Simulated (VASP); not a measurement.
# H in VASP: single point with PBEsol

Aim: the single point of H with PBEsol.

Program: VASP 6.6.1. These are calculated values, not measurements. Logs are shortened: lines on timing, memory, paths and dates and some standing lists are left out, and cuts for length are marked.

## 1. The cell of the first run

The cell holds a molecule in a box, 1 atom: a = 15.000 Å, b = 15.500 Å, c = 16.000 Å, α = 90.00°, β = 90.00°, γ = 90.00°.

## 2. Single point, PBEsol, collinear spin

Contents of INCAR:

```
SYSTEM = H
ALGO = Normal
EDIFF = 1E-6
ENCUT = 520
GGA = PS
ISIF = 2
ISMEAR = 0
ISPIN = 2
ISYM = 0
LASPH = .True.
LCHARG = .True.
LELF = .True.
LORBIT = 11
LREAL = .False.
LVHAR = .True.
LWAVE = .False.
MAGMOM = 1
NBANDS = 10
NELM = 150
PREC = Accurate
SIGMA = 0.005
```

Contents of KPOINTS:

```
k-points
0
Gamma
  1 1 1
  0 0 0
```

Contents of POSCAR:

```
H
1.0
   15.0000000000      0.0000000000      0.0000000000
    0.0000000000     15.5000000000      0.0000000000
    0.0000000000      0.0000000000     16.0000000000
H
1
Direct
    0.5000000000      0.5000000000      0.5000000000
```

Potentials or basis: VASP PAW PBE potentials, release 64 (H).

Started as:

```sh
$ cat potpaw_PBE.64/H/POTCAR > POTCAR
$ mpirun -np 1 vasp_gam > vasp.out
```

OUTCAR:

```text
SYSTEM = H
   EDIFF = 1E-6
   ENCUT = 520
   GGA = PS
   ISIF = 2
   ISMEAR = 0
   ISPIN = 2
   ISYM = 0
   LASPH = .True.
   LORBIT = 11
   LREAL = .False.
   NELM = 150
   PREC = Accurate

 ion  position               nearest neighbor table
   1  0.500  0.500  0.500-

IMPORTANT INFORMATION: All symmetrisations will be switched off!
NOSYMM: (Re-)initialisation of all symmetry stuff for point group C_1.

----------------------------------------------------------------------------------------

                                     Primitive cell

  volume of cell :    3720.0000

  direct lattice vectors                    reciprocal lattice vectors
    15.000000000  0.000000000  0.000000000     0.066666667  0.000000000  0.000000000
     0.000000000 15.500000000  0.000000000     0.000000000  0.064516129  0.000000000
     0.000000000  0.000000000 16.000000000     0.000000000  0.000000000  0.062500000

  length of vectors
    15.000000000 15.500000000 16.000000000     0.066666667  0.064516129  0.062500000

  position of ions in fractional coordinates (direct lattice)
     0.500000000  0.500000000  0.500000000

  ion indices of the primitive-cell ions
   primitive index   ion index
                 1           1

----------------------------------------------------------------------------------------

 KPOINTS: k-points

Automatic generation of k-mesh.
 Grid dimensions read from file:
 generate k-points for:    1    1    1

 Generating k-lattice:

  Cartesian coordinates                     Fractional coordinates (reciprocal lattice)
     0.066666667  0.000000000  0.000000000     1.000000000  0.000000000  0.000000000
     0.000000000  0.064516129  0.000000000     0.000000000  1.000000000  0.000000000
     0.000000000  0.000000000  0.062500000     0.000000000  0.000000000  1.000000000

  Length of vectors
     0.066666667  0.064516129  0.062500000

  Shift w.r.t. Gamma in fractional coordinates (k-lattice)
     0.000000000  0.000000000  0.000000000

 Subroutine IBZKPT returns following result:
 ===========================================

 Found      1 irreducible k-points:

 Following reciprocal coordinates:
            Coordinates               Weight
  0.000000  0.000000  0.000000      1.000000
   k-points           NKPTS =      1   k-points in BZ     NKDIM =      1   number of bands    NBANDS=     10
   number of dos      NEDOS =    301   number of ions     NIONS =      1
   total plane-waves  NPLWV = ******
   dimension x,y,z NGX =   112 NGY =  120 NGZ =  120
   dimension x,y,z NGXF=   224 NGYF=  240 NGZF=  240
   ions per type =               1
   NGX,Y,Z   is equivalent  to a cutoff of  12.41, 12.87, 12.47 a.u.
   NGXF,Y,Z  is equivalent  to a cutoff of  24.83, 25.74, 24.94 a.u.
 SYSTEM =  H
   PREC   = accura    normal or accurate (medium, high low for compatibility)
   ISTART =      0    job   : 0-new  1-cont  2-samecut
   ICHARG =      2    charge: 1-file 2-atom 10-const
   ISPIN  =      2    spin polarized calculation?
   LNONCOLLINEAR =      F non collinear calculations
   LSORBIT =      F    spin-orbit coupling
   LASPH  =      T    aspherical Exc in radial PAW
   ENCUT  =  520.0 eV  38.22 Ry    6.18 a.u.  27.89 28.82 29.75*2*pi/ulx,y,z
   NELM   =    150;   NELMIN=  2; NELMDL= -5     # of ELM steps
   EDIFF  = 0.1E-05   stopping-criterion for ELM
   LREAL  =      F    real-space projection
   EDIFFG = 0.1E-04   stopping-criterion for IOM
   NSW    =      0    number of steps for IOM
   IBRION =     -1    ionic relax: 0-MD 1-quasi-New 2-CG
   NFREE  =      0    steps in history (QN), initial steepest desc. (CG)
   ISIF   =      2    stress and relaxation
   ISYM   =      0    0-nonsym 1-usesym 2-fastsym
   POTIM  = 0.5000    time-step for ionic-motion
   TEBEG  =    0.0;   TEEND  =   0.0 temperature during run
   PSTRESS=    0.0 pullay stress
   NELECT =       1.0000    total number of electrons
   NUPDOWN=      -1.0000    fix difference up-down
   EMIN   =  10.00;   EMAX   =-10.00  energy-range for DOS
   EFERMI =   0.00;   METHOD = LEGACY
   ISMEAR =     0;   SIGMA  =   0.01  broadening in eV -4-tet -1-fermi 0-gaus
   EFERMI_NEDOS =   21; number of points for ismear=-14 and -15
   IALGO  =     38    algorithm
   IMIX   =      4    mixing-type and parameters
     AMIX     =   0.40;   BMIX     =  1.00
     AMIX_MAG =   1.60;   BMIX_MAG =  1.00
  volume/ion in A,a.u.               =    3720.00     25103.80
  Fermi-wavevector in a.u.,A,eV,Ry     =   0.105656  0.199661  0.151884  0.011163
  Thomas-Fermi vector in A             =   0.693108
   LORBIT       =     11    0 simple, 1 ext, 2 COOP (PROOUT), +10 PAW based schemes
   GGA     = PS    functional components
   LHFCALC =     F    Hartree Fock is set to
   AEXX    =    0.0000 exact exchange contribution
   IVDW    =     0    specifies the selected vdW correction
   LEPSILON=     F    determine dielectric tensor
   LRPA    =     F    only Hartree local field effects (RPA)
 spin polarized calculation
 Gauss-broadening in eV      SIGMA  =   0.01
  energy-cutoff  :      520.00
  volume of cell :     3720.00
 maximum number of plane-waves:     50071
 NGX is ok and might be reduce to   112
   NGX = 55   NGY = 57   NGZ = 59

 number of electron       1.0000000 magnetization       1.0000000

 Free energy of the ion-electron system (eV)
  ---------------------------------------------------
  ext. energy  EPLUGINS =         0.00000000
  ---------------------------------------------------
  free energy    TOTEN  =        -0.94561016 eV

  energy without entropy =       -0.94561016  energy(sigma->0) =       -0.94561016

 E-fermi :  -7.3369     XC(G=0):  -0.0331

 val. band max:       -7.3839261129   @ k =   0.0000   0.0000   0.0000
 cond. band min:      -0.0913676374   @ k =   0.0000   0.0000   0.0000
 fundamental gap:      7.2925584755
 Fermi energy:        -7.3368749723

 spin component 1

 k-point     1 :       0.0000    0.0000    0.0000
  band No.  band energies     occupation
      1      -7.3839      1.00000
      2      -0.0914      0.00000
      3       0.3850      0.00000
      4       0.4086      0.00000
      5       0.4347      0.00000
      6       0.4632      0.00000
      7       0.5848      0.00000
      8       0.6308      0.00000
      9       0.9152      0.00000
     10       0.9300      0.00000
 Fermi energy:        -7.3368749723

 spin component 2

 k-point     1 :       0.0000    0.0000    0.0000
  band No.  band energies     occupation
      1       0.0201      0.00000
      2       0.5953      0.00000
      3       0.6026      0.00000
      4       0.6337      0.00000
      5       0.6499      0.00000
      6       0.6763      0.00000
      7       0.7263      0.00000
      8       1.2257      0.00000
      9       1.2257      0.00000
     10       1.2361      0.00000

------------------------ aborting loop because EDIFF is reached ----------------------------------------

  FORCE on cell =-STRESS in cart. coord.  units (eV):
  Direction    XX          YY          ZZ          XY          YZ          ZX
  --------------------------------------------------------------------------------------
  -------------------------------------------------------------------------------------
  Total       -0.0088952     -0.0089583     -0.0089095     -0.0000000      0.0000000      0.0000000
  in kB       -0.0038311     -0.0038583     -0.0038373     -0.0000000      0.0000000      0.0000000
  external PRESSURE =      -0.0038422 kB  Pullay stress =       0.0000000 kB

 VOLUME and BASIS-vectors are now :
 -----------------------------------------------------------------------------
  energy-cutoff  :      520.00
  volume of cell :     3720.00
      direct lattice vectors                 reciprocal lattice vectors
    15.000000000  0.000000000  0.000000000     0.066666667  0.000000000  0.000000000
     0.000000000 15.500000000  0.000000000     0.000000000  0.064516129  0.000000000
     0.000000000  0.000000000 16.000000000     0.000000000  0.000000000  0.062500000

 POSITION                                       TOTAL-FORCE (eV/Angst)
 -----------------------------------------------------------------------------------
      7.50000      7.75000      8.00000         0.000000      0.000000      0.000000
 -----------------------------------------------------------------------------------
    total drift:                                0.000000      0.000000      0.000000

  FREE ENERGIE OF THE ION-ELECTRON SYSTEM (eV)
  ---------------------------------------------------
  free  energy   TOTEN  =        -0.9456101581 eV

  energy  without entropy=       -0.9456101581  energy(sigma->0) =       -0.94561016

 total charge

# of ion       s       p       d       tot
------------------------------------------
    1        0.372   0.000   0.000   0.372

 magnetization (x)

# of ion       s       p       d       tot
------------------------------------------
    1        0.372   0.000   0.000   0.372
```

OSZICAR:

```text
N       E                     dE             d eps       ncg     rms          rms(c)
DAV:   1     0.205683036489E+01    0.20568E+01   -0.11229E+02    40   0.336E+01
DAV:   2    -0.880157808952E+00   -0.29370E+01   -0.29324E+01    50   0.703E+00
[... 19 lines left out ...]
DAV:  22    -0.945596796761E+00   -0.13150E-04   -0.41569E-09    56   0.118E-04    0.203E-05
DAV:  23    -0.945600058402E+00   -0.32616E-05   -0.51316E-10    60   0.617E-05    0.122E-05
DAV:  24    -0.945602480035E+00   -0.24216E-05    0.93427E-11    50   0.288E-05    0.542E-06
DAV:  25    -0.945607385001E+00   -0.49050E-05    0.13189E-10    48   0.185E-05    0.107E-05
DAV:  26    -0.945609300561E+00   -0.19156E-05    0.19916E-10    68   0.891E-06    0.182E-06
DAV:  27    -0.945610158117E+00   -0.85756E-06    0.33301E-10    56   0.871E-06
   1 F= -.94561016E+00 E0= -.94561016E+00  d E =-.491529E-41  mag=     1.0000
```

Run time: 19 min. Hardware: 1 thread of Intel Xeon 8259CL, shared host; peak memory 3.4 GiB.

Results:

```
Free energy                                           : -0.9456 eV
Gap between the frontier levels                       : 7.29 eV
Net moment                                            : 1.00 μB per cell
Site moments                                          : H +0.37 μB
Valence electrons inside the program's atomic spheres : H 0.37
```

Caveat: the PAW data sets were made with another functional, which shifts forces and pressure a little.
